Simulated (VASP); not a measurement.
# Al2Pt (Amm2) in VASP: further runs, part 2 of 2

VASP 6.6.1. The steps go on from the part before.

**4. Relaxation of cell and atoms, PBE**

File INCAR:

```
SYSTEM = Al2Pt
PREC     = Accurate       ! precision mode
ENCUT    = 600            ! plane-wave cutoff, eV
EDIFF    = 1E-7           ! SCF threshold, eV
ISMEAR   = 0              ! smearing method
SIGMA    = 0.1            ! smearing width, eV
LREAL    = .FALSE.        ! projectors in reciprocal space
LASPH    = .TRUE.         ! aspherical terms in the spheres
NELM     = 80             ! most SCF steps
ALGO     = Fast           ! electronic algorithm
ISIF     = 3              ! what is computed and relaxed
LWAVE    = .FALSE.        ! write WAVECAR
LCHARG   = .FALSE.        ! write CHGCAR
GGA      = PE             ! functional
IBRION   = 2              ! ionic algorithm
NSW      = 100            ! ionic steps
EDIFFG   = -0.01          ! ionic threshold
```

File KPOINTS:

```
regular mesh
0
G
  10 8 8
  0 0 0
```

File POSCAR:

```
Al2Pt
1.0
    4.1388884403      0.0000000000      0.0000000000
    0.0000000000      4.0649342208      2.8785574389
    0.0000000000     -4.0649342208      2.8785574389
Al Pt
4 2
Direct
    0.0000000000      0.5996143445      0.5996143445
    0.0000000000      0.3631722710      0.0344206021
    0.0000000000      0.0344206021      0.3631722710
    0.5000000000      0.9242665488      0.9242665488
    0.5000000000      0.3487747213      0.7301221240
    0.5000000000      0.7301221240      0.3487747213
```

Potentials or basis: VASP PAW PBE potentials, release 64 (Al, Pt).

Run with:

```console
$ cat potpaw_PBE.64/Al/POTCAR potpaw_PBE.64/Pt/POTCAR > POTCAR
$ mpirun -np 1 vasp_std > vasp.out
```

OUTCAR:

```text
SYSTEM = Al2Pt
   PREC = Accurate
   ENCUT = 600
   EDIFF = 1E-7
   ISMEAR = 0
   LREAL = .FALSE.
   LASPH = .TRUE.
   NELM = 80
   ISIF = 3
   GGA = PE
   IBRION = 2
   NSW = 100
   EDIFFG = -0.01

 ion  position               nearest neighbor table
   1  0.000  0.600  0.600-   5 2.61   6 2.61   5 2.61   6 2.61   2 2.67   3 2.67   2 2.79   3 2.79
                             4 2.79   4 2.79
   2  0.000  0.363  0.034-   5 2.55   5 2.55   1 2.67   3 2.67   1 2.79   6 2.86   6 2.86   4 2.93
                             4 2.93   3 3.20   3 3.20
   3  0.000  0.034  0.363-   6 2.55   6 2.55   1 2.67   2 2.67   1 2.79   5 2.86   5 2.86   4 2.93
                             4 2.93   2 3.20   2 3.20
   4  0.500  0.924  0.924-   5 2.60   6 2.60   6 2.70   5 2.70   1 2.79   1 2.79   3 2.93   2 2.93
                             2 2.93   3 2.93
   5  0.500  0.349  0.730-   2 2.55   2 2.55   4 2.60   1 2.61   1 2.61   4 2.70   3 2.86   3 2.86
                             6 3.04   6 3.04   6 3.10
[... 490 lines left out ...]

 val. band max:        8.9605487931   @ k =   0.0000   0.3750   0.1250
 cond. band min:       8.9615662510   @ k =   0.4000   0.5000   0.2500
 fundamental gap:      0.0010174580
 Fermi energy:         8.9606289405

 k-point     1 :       0.0000    0.0000    0.0000
  band No.  band energies     occupation
      1      -1.9903      2.00000
      2       2.4289      2.00000
      3       2.9088      2.00000
      4       3.4434      2.00000
      5       4.1735      2.00000
      6       4.2713      2.00000
[... 541 lines left out ...]
     19      11.2303      0.00000
     20      12.4745      0.00000

 [... further k-points ...]

------------------------ aborting loop because EDIFF is reached ----------------------------------------

  FORCE on cell =-STRESS in cart. coord.  units (eV):
  Direction    XX          YY          ZZ          XY          YZ          ZX
  --------------------------------------------------------------------------------------
  -------------------------------------------------------------------------------------
  Total        0.0073487      0.0061109      0.0195699      0.0000000      0.0000000      0.0000000
  in kB        0.1216362      0.1011476      0.3239217      0.0000000      0.0000000      0.0000000
  external PRESSURE =       0.1822352 kB  Pullay stress =       0.0000000 kB
[... 21 lines left out ...]
  FREE ENERGIE OF THE ION-ELECTRON SYSTEM (eV)
  ---------------------------------------------------
  free  energy   TOTEN  =       -30.9439066466 eV

  energy  without entropy=      -30.9328911958  energy(sigma->0) =      -30.93839892

 reached required accuracy - stopping structural energy minimisation
```

CONTCAR:

```text
Al2Pt
   1.00000000000000
     4.1573838670441425    0.0000000000000000    0.0000000000000000
     0.0000000000000000    4.0574207699867655    2.8691925164323924
     0.0000000000000000   -4.0574207699867655    2.8691925164323924
  Al              Pt
     4     2
Direct
     0.0000000000000000    0.5980847170397219    0.5980847170397219
     0.0000000000000000    0.3637458167389588    0.0336367023294943
     0.0000000000000000    0.0336367023294943    0.3637458167389588
     0.5000000000000000    0.9233799681377758    0.9233799681377758
     0.5000000000000000    0.3499197330600948    0.7316036743939537
     0.5000000000000000    0.7316036743939537    0.3499197330600948

  0.00000000E+00  0.00000000E+00  0.00000000E+00
  0.00000000E+00  0.00000000E+00  0.00000000E+00
  0.00000000E+00  0.00000000E+00  0.00000000E+00
  0.00000000E+00  0.00000000E+00  0.00000000E+00
  0.00000000E+00  0.00000000E+00  0.00000000E+00
  0.00000000E+00  0.00000000E+00  0.00000000E+00
```

Run time: 7 min. Hardware: 1 thread of Intel Xeon 6975P-C (Granite Rapids), shared host; peak memory 0.45 GiB.

What came out:

```yaml
Free_energy: -30.9439 eV
Relaxed_volume: 16.13 Å³/atom
Relaxed_cell: a = 4.157 Å, b = 4.969 Å, c = 4.969 Å, α = 109.47°, β = 90.00°, γ = 90.00°
Space_group_after_relaxing_to_0.1_Å: Amm2 (No. 38)
Energy_gained_by_relaxing: 0.3 meV/atom
Ionic_steps: 8
Pressure_after_relaxing: 0.0 GPa
Largest_force_after_relaxing: 0.010 eV/Å
Band_gap_on_the_k_mesh: zero (bands 16 and 17 overlap by 2.00 eV)
```

Forces on the atoms (eV/Å):
```
Al   0.000  0.000 -0.010
Al   0.000 -0.008 -0.002
Al   0.000  0.008 -0.002
Al   0.000  0.000  0.004
Pt   0.000  0.002  0.005
Pt   0.000 -0.002  0.005
```

The path:
```
step  energy change (eV)  largest force (eV/Å)  pressure (GPa)  volume (Å³)
   1              0.0000                0.0604           -0.08        96.86
   2             -0.0011                0.0308            0.03        96.75
   3             -0.0014                0.0361            0.14        96.65
   4             -0.0016                0.0225           -0.12        96.85
   5             -0.0016                0.0231           -0.11        96.84
   6             -0.0017                0.0176            0.02        96.79
   7             -0.0017                0.0177            0.01        96.79
   8             -0.0018                0.0100            0.02        96.80
```

Final structure:
```
Al Pt
1.0
     4.15738    0.00000    0.00000
     0.00000    4.05742    2.86919
     0.00000   -4.05742    2.86919
Al Pt
4 2
Direct
  0.00000 0.59808 0.59808
  0.00000 0.36375 0.03364
  0.00000 0.03364 0.36375
  0.50000 0.92338 0.92338
  0.50000 0.34992 0.73160
  0.50000 0.73160 0.34992
```

Levels at points of the mesh, in eV from the Fermi level:
```csv
k point,band 12,band 13,band 14,band 15,band 16,band 17,band 18,band 19,band 20
"(0.00, 0.00, 0.00)",-3.19,-2.12,-2.04,-1.41,-0.32,-0.19,0.55,2.19,4.29
"(0.50, 0.00, 0.00)",-3.29,-2.51,-1.36,-1.35,-0.94,0.10,1.03,2.17,2.39
"(0.00, 0.50, 0.00)",-3.16,-2.32,-1.49,0.37,0.46,0.99,1.63,2.30,3.42
"(0.50, 0.50, 0.00)",-3.29,-2.96,-2.49,-2.40,-1.31,0.74,1.18,2.56,3.50
"(0.00, 0.50, 0.50)",-3.12,-2.85,-1.28,0.78,1.26,1.69,2.21,3.24,3.39
"(0.50, 0.50, 0.50)",-3.45,-3.12,-3.00,-2.56,-2.51,-0.58,-0.23,4.85,5.29
```

Caveat: spin-orbit coupling is left out, which moves the levels of the heavy elements.

**5. Overview**

| task | cell | k mesh | cutoff (eV) | gap on the mesh (eV) | pressure (GPa) | largest force (eV/Å) |
| --- | --- | --- | --- | --- | --- | --- |
| single point | a = 4.139, b = 4.981, c = 4.981 Å, angles 109.4, 90.0, 90.0°, 6 atoms, atomic positions A | 4 × 4 × 4 | 520 | none | 0.0 | 0.16 |
| single point | a = 4.159, b = 4.971, c = 4.971 Å, angles 109.5, 90.0, 90.0°, 6 atoms, atomic positions B | 10 × 8 × 8 | 520 | none | -0.1 | - |
| relaxation of cell and atoms | relaxed from a = 4.139, b = 4.981, c = 4.981 Å, angles 109.4, 90.0, 90.0°, 6 atoms, atomic positions A | 10 × 8 × 8 | 600 | none | 0.0 | 0.01 |

Alike in all rows: level PBE; potentials or basis VASP PAW PBE potentials, release 64 (Al, Pt); no spin polarisation; smearing gaussian 0.1 eV.

Caveats: some runs use coarse meshes; spin-orbit coupling is left out, which moves the levels of the heavy elements.

Total energies depend on the potentials used, so only differences within one code and one set of settings carry meaning.
